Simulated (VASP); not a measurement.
Here is a VASP 6.6.1 calculation.

INCAR

```
ALGO = Normal
EDIFF = 1E-7
EDIFFG = -0.01
ENCUT = 600
GGA = PS
GGA_COMPAT = F
IBRION = 2
ISIF = 3
ISMEAR = 0
LASPH = T
LCHARG = F
LREAL = F
LWAVE = F
NELM = 120
NELMIN = 4
NSW = 80
PREC = Accurate
PSTRESS = 20.0
SIGMA = 0.1
```

KPOINTS

```
k-points
0
Gamma
  6 6 9
```

POSCAR

```
TaN
1.0
    5.1910000000      0.0000000000      0.0000000000
   -2.5955000000      4.4955378710      0.0000000000
    0.0000000000      0.0000000000      2.9080000000
Ta N
3 3
Direct
    0.0000000000      0.0000000000      0.0000000000
    0.3333333333      0.6666666667      0.5000000000
    0.6666666667      0.3333333333      0.5000000000
    0.5000000000      0.0000000000      0.0000000000
    0.0000000000      0.5000000000      0.0000000000
    0.5000000000      0.5000000000      0.0000000000
```

Potentials or basis: VASP PAW PBE potentials, release 64 (Ta_pv, N).

Command:

```bash
$ cat potpaw_PBE.64/Ta_pv/POTCAR potpaw_PBE.64/N/POTCAR > POTCAR
$ mpirun -np 1 vasp_std > vasp.out
```

Estimate the space group after relaxing (to 0.1 Å).

P6/mmm (No. 191).

Predict the relaxed cell.

a = 5.181 Å, b = 5.181 Å, c = 2.913 Å, α = 90.00°, β = 90.00°, γ = 120.00°.

What does it give for the relaxed volume?

11.29 Å³/atom.

Final structure:
```
CELL_PARAMETERS angstrom
5.18116 0.00000 0.00000
-2.59058 4.48701 0.00000
0.00000 0.00000 2.91321
ATOMIC_POSITIONS crystal
Ta 0.00000 0.00000 0.00000
Ta 0.33333 0.66667 0.50000
Ta 0.66667 0.33333 0.50000
N 0.50000 0.00000 0.00000
N 0.00000 0.50000 0.00000
N 0.50000 0.50000 0.00000
```

Caveat: the cell is relaxed towards a set pressure, so the run minimises the enthalpy, not the energy; the PAW data sets were made with another functional, which shifts forces and pressure a little.
